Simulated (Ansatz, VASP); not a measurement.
BP: VASP beside Ansatz

```
B P
1.0
     0.00000    2.23496    2.26900
     2.23496    0.00000    2.26900
     2.23496    2.23496    0.00000
B P
1 1
Direct
  0.00000 0.00000 0.00000
  0.75000 0.75000 0.75000
```

Change from the starting cell: strain -0.0150 x Voigt [1, 1, 0, 0, 0, 0], atoms carried along.

Alike in both runs: task single point; functional PBE; k mesh 10 × 10 × 10; occupations gaussian, width 0.05 eV; no spin polarisation.

|  | VASP | Ansatz |
| --- | --- | --- |
| version | VASP 6.6.1 | Ansatz 0.2.0 |
| potentials or method | VASP PAW PBE potentials, release 64 (B, P), cutoff 520 eV | scalar-relativistic, plane waves, PAW |
| valence electrons in the cell | 8 | 8 |

```csv
,VASP,Ansatz,Ansatz less VASP
gap on the k mesh at the Fermi level (eV),1.08,1.09,+0.005
least direct gap on the mesh (eV),3.37,3.37,+0.004
pressure (GPa),6.2,6.4,+0.27
"traceless stress, the component that is largest in VASP (GPa)",-2.82,-2.82,+0.004
```

With one functional, cell and mesh, what is left measures potentials, basis and numerics.
